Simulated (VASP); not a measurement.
# O (Fmmm) in VASP: vibrations by perturbation theory with PBEsol

Aim: the vibrations by perturbation theory of O with PBEsol.

Everything below comes from runs of VASP 6.6.1. Logs are shortened: lines on timing, memory, paths and dates and some standing lists are left out, and cuts for length are marked.

**1. The cell of the first run**

The structure is orthorhombic, space group Fmmm (No. 69). The conventional cell has a = 2.957 Å, b = 4.215 Å, c = 6.690 Å, α = 90.00°, β = 90.00°, γ = 90.00°. Within 1.6 Å of O (site symmetry mm2) lie 1 O at 1.17 Å.

**2. Vibrations by perturbation theory, PBEsol**

Input file INCAR:

```
SYSTEM = O
  ALGO = Normal
  EDIFF = 1E-8
  ENCUT = 520
  GGA = PS
  IBRION = 8
  ISIF = 2
  ISMEAR = -1
  LASPH = .True.
  LCHARG = .True.
  LREAL = .False.
  LWAVE = .False.
  NELM = 100
  NSW = 1
  PREC = Accurate
  SIGMA = 0.05
```

Input file KPOINTS:

```
k-points
0
Gamma
  4 4 4
  0 0 0
```

Input file POSCAR:

```
O
1.0
    0.0000000000      2.1075500000      3.3448500000
    1.4783500000      0.0000000000      3.3448500000
    1.4783500000      2.1075500000      0.0000000000
O
2
Direct
    0.0871000000      0.0871000000      0.9129000000
    0.9129000000      0.9129000000      0.0871000000
```

Potentials or basis: VASP PAW PBE potentials, release 64 (O).

The run is started by

```sh
> cat potpaw_PBE.64/O/POTCAR > POTCAR
> mpirun -np 1 vasp_std > vasp.out
```

OUTCAR:

```text
SYSTEM = O
   EDIFF = 1E-8
   ENCUT = 520
   GGA = PS
   IBRION = 8
   ISIF = 2
   ISMEAR = -1
   LASPH = .True.
   LREAL = .False.
   NELM = 100
   NSW = 1
   PREC = Accurate

 ion  position               nearest neighbor table
   1  0.087  0.087  0.913-   2 1.17
   2  0.913  0.913  0.087-   1 1.17

  LATTYP: Found a face centered orthorhombic cell.
 ALAT       =     2.9567000000
 B/A-ratio  =     1.4256096324
 C/A-ratio  =     2.2625562282

  Lattice vectors:

 A1 = (   0.0000000000,   2.1075500000,   3.3448500000)
 A2 = (   1.4783500000,   0.0000000000,   3.3448500000)
 A3 = (   1.4783500000,   2.1075500000,   0.0000000000)

Analysis of symmetry for initial positions (statically):
=====================================================================
 Subroutine PRICEL returns:
 Original cell was already a primitive cell.

 Routine SETGRP: Setting up the symmetry group for a
 face centered orthorhombic supercell.

 Subroutine GETGRP returns: Found  8 space group operations
 (whereof  8 operations were pure point group operations)
 out of a pool of  8 trial point group operations.

The static configuration has the point symmetry D_2h.

Analysis of symmetry for dynamics (positions and initial velocities):
=====================================================================
 Subroutine PRICEL returns:
 Original cell was already a primitive cell.

 Routine SETGRP: Setting up the symmetry group for a
 face centered orthorhombic supercell.

 Subroutine GETGRP returns: Found  8 space group operations
 (whereof  8 operations were pure point group operations)
 out of a pool of  8 trial point group operations.

The dynamic configuration has the point symmetry D_2h.

 Subroutine INISYM returns: Found  8 space group operations
 (whereof  8 operations are pure point group operations),
 and found     1 'primitive' translations

----------------------------------------------------------------------------------------

                                     Primitive cell

  volume of cell :      20.8431

  direct lattice vectors                    reciprocal lattice vectors
     0.000000000  2.107550000  3.344850000    -0.338214902  0.237242296  0.149483534
     1.478350000  0.000000000  3.344850000     0.338214902 -0.237242296  0.149483534
     1.478350000  2.107550000  0.000000000     0.338214902  0.237242296 -0.149483534

  length of vectors
     3.953452735  3.656985131  2.574351515     0.439338769  0.439338769  0.439338769

  position of ions in fractional coordinates (direct lattice)
     0.087100000  0.087100000  0.912900000
     0.912900000  0.912900000  0.087100000

  ion indices of the primitive-cell ions
   primitive index   ion index
                 1           1
                 2           2

----------------------------------------------------------------------------------------

 KPOINTS: k-points

Automatic generation of k-mesh.
 Grid dimensions read from file:
 generate k-points for:    4    4    4

 Generating k-lattice:

  Cartesian coordinates                     Fractional coordinates (reciprocal lattice)
    -0.084553725  0.059310574  0.037370884     0.250000000  0.000000000 -0.000000000
     0.084553725 -0.059310574  0.037370884     0.000000000  0.250000000  0.000000000
     0.084553725  0.059310574 -0.037370884    -0.000000000  0.000000000  0.250000000
[... 94 lines left out ...]
  ext. energy  EPLUGINS =         0.00000000
  ---------------------------------------------------
  free energy    TOTEN  =        -9.83351046 eV

  energy without entropy =       -9.81514405  energy(sigma->0) =       -9.82432726

 E-fermi :   1.3457     XC(G=0): -10.1802

 val. band max:        1.3282641134   @ k =  -0.2500   0.2500   0.5000
 cond. band min:       1.4331589034   @ k =   0.2500   0.0000   0.2500
 fundamental gap:      0.1048947900
 Fermi energy:         1.3456786022

 k-point     1 :       0.0000    0.0000    0.0000
  band No.  band energies     occupation
      1     -27.4417      2.00000
      2     -12.4794      2.00000
      3      -8.2900      2.00000
      4      -5.2531      2.00000
      5      -4.9076      2.00000
      6       1.9933      0.00000
      7       2.5852      0.00000
      8      10.5532      0.00000
      9      13.5082      0.00000
     10      16.5542      0.00000
[... 209 lines left out ...]
 k-point    18 :       0.0000    0.5000    0.5000
  band No.  band energies     occupation
      1     -26.6282      2.00000
      2     -12.3718      2.00000
      3      -7.9043      2.00000
      4      -6.6739      2.00000
      5      -5.2690      2.00000
      6      -0.6675      2.00000
      7       1.7398      0.00075
      8      12.2022      0.00000
      9      12.4451      0.00000
     10      17.7212      0.00000

------------------------ aborting loop because EDIFF is reached ----------------------------------------

  FORCE on cell =-STRESS in cart. coord.  units (eV):
  Direction    XX          YY          ZZ          XY          YZ          ZX
  --------------------------------------------------------------------------------------
  -------------------------------------------------------------------------------------
  Total       -0.5801916     -0.7783514      7.1670005     -0.0000000      0.0000000      0.0000000
  in kB      -44.5984959    -59.8307605    550.9170590     -0.0000000      0.0000000      0.0000000
  external PRESSURE =     148.8292675 kB  Pullay stress =       0.0000000 kB

 VOLUME and BASIS-vectors are now :
 -----------------------------------------------------------------------------
  energy-cutoff  :      520.00
  volume of cell :       20.84
      direct lattice vectors                 reciprocal lattice vectors
     0.000000000  2.107550000  3.344850000    -0.338214902  0.237242296  0.149483534
     1.478350000  0.000000000  3.344850000     0.338214902 -0.237242296  0.149483534
     1.478350000  2.107550000  0.000000000     0.338214902  0.237242296 -0.149483534

 POSITION                                       TOTAL-FORCE (eV/Angst)
 -----------------------------------------------------------------------------------
      1.47835      2.10755      0.58267         0.000000      0.000000      5.432050
      1.47835      2.10755      6.10703         0.000000      0.000000     -5.432050
 -----------------------------------------------------------------------------------
    total drift:                                0.000000      0.000000      0.000000

  FREE ENERGIE OF THE ION-ELECTRON SYSTEM (eV)
  ---------------------------------------------------
  free  energy   TOTEN  =        -9.8335104614 eV

  energy  without entropy=       -9.8151440528  energy(sigma->0) =       -9.82432726

[... ionic steps 2 to 3 ...]

--------------------------------------- Ionic step        4  -------------------------------------------

------------------------ aborting loop because EDIFF is reached ----------------------------------------

--------------------------------------- Ionic step        5  -------------------------------------------

------------------------ aborting loop because EDIFF is reached ----------------------------------------

--------------------------------------- Ionic step        6  -------------------------------------------

 Free energy of the ion-electron system (eV)
  ---------------------------------------------------
  ---------------------------------------------------
  free energy    TOTEN  =        -0.34243190 eV

  energy without entropy =       -0.34242084

------------------------ aborting loop because EDIFF is reached ----------------------------------------

 INTERNAL STRAIN TENSOR  FOR ION    1  DIRECTION 3   (eV/Angst):
 -----------------------------------------------------------------------------
     1.88923  0.00000  0.00000
     0.00000  1.06619  0.00000
     0.00000  0.00000*********

 INTERNAL STRAIN TENSOR FOR ION    2 for displacements in x,y,z  (eV/Angst):
          X           Y           Z          XY          YZ          ZX
  --------------------------------------------------------------------------------
  x     0.00000     0.00000     0.00000     0.00000     0.00000    -1.31553
  y     0.00000     0.00000     0.00000     0.00000     0.10602     0.00000
  z    -1.88923    -1.06619   127.21324     0.00000     0.00000     0.00000

 SECOND DERIVATIVES (NOT SYMMETRIZED)
 ------------------------------------
               1X          1Y          1Z          2X          2Y          2Z
  1X     0.858458    0.000000    0.000000   -0.858458    0.000000    0.000000
  1Y     0.000000   -0.689821    0.000000    0.000000    0.689821    0.000000
  1Z     0.000000    0.000000 -115.779277    0.000000    0.000000  115.779277
  2X    -0.858458    0.000000    0.000000    0.858458    0.000000    0.000000
  2Y     0.000000    0.689821    0.000000    0.000000   -0.689821    0.000000
  2Z     0.000000    0.000000  115.779277    0.000000    0.000000 -115.779277

 Eigenvectors and eigenvalues of the dynamical matrix
 ----------------------------------------------------

   1 f  =   59.473178 THz   373.681000 2PiTHz 1983.811692 cm-1   245.961192 meV
             X         Y         Z           dx          dy          dz
      1.478350  2.107550  0.582673     0.000000    0.000000    0.707107
      1.478350  2.107550  6.107027     0.000000    0.000000   -0.707107
[... 11 lines left out ...]
   4 f  =    0.000000 THz     0.000000 2PiTHz    0.000000 cm-1     0.000000 meV
             X         Y         Z           dx          dy          dz
      1.478350  2.107550  0.582673    -0.707107    0.000000    0.000000
      1.478350  2.107550  6.107027    -0.707107    0.000000    0.000000

   5 f/i=    0.000001 THz     0.000004 2PiTHz    0.000022 cm-1     0.000003 meV
             X         Y         Z           dx          dy          dz
      1.478350  2.107550  0.582673     0.000000    0.083499   -0.702160
      1.478350  2.107550  6.107027     0.000000    0.083499   -0.702160

   6 f/i=    5.121122 THz    32.176960 2PiTHz  170.822248 cm-1    21.179250 meV
             X         Y         Z           dx          dy          dz
      1.478350  2.107550  0.582673    -0.707107    0.000000    0.000000
      1.478350  2.107550  6.107027     0.707107    0.000000    0.000000

--------------------------------------------------------------------------------------------------------

 ELASTIC MODULI CONTR FROM IONIC RELAXATION (kBar)
 Direction    XX          YY          ZZ          XY          YZ          ZX
 --------------------------------------------------------------------------------
 XX          -2.3697     -1.3373    159.5641      0.0000     -0.0000      0.0000
 YY          -1.3373     -0.7547     90.0506      0.0000     -0.0000      0.0000
 ZZ         159.5641     90.0506 -10744.4107      0.0000      0.0000      0.0000
 XY           0.0000      0.0000      0.0000      0.0000      0.0000      0.0000
 YZ          -0.0000     -0.0000      0.0000      0.0000     -1.2526      0.0000
 ZX           0.0000      0.0000      0.0000      0.0000      0.0000      0.0000
 --------------------------------------------------------------------------------
```

Wall time 61 s (1 thread of AMD EPYC 7R13, shared host); peak memory 0.12 GiB.

Results:

* Highest phonon frequency at Γ: 1984 cm⁻¹
* Most unstable mode: 171i cm⁻¹

Phonon frequencies in cm⁻¹ (negative: imaginary):
```
              q point          frequencies
(0.000, 0.000, 0.000)  -171 0 0 0 153 1984
```

Caveat: the k points lie up to 0.69 Å⁻¹ apart; the cell wasn't relaxed at this level first, which shifts response properties; some modes are imaginary; the standard files for N, O and F lose accuracy on very short bonds; spin is off for a triplet molecule; the PAW data sets were made with another functional, which shifts forces and pressure a little.
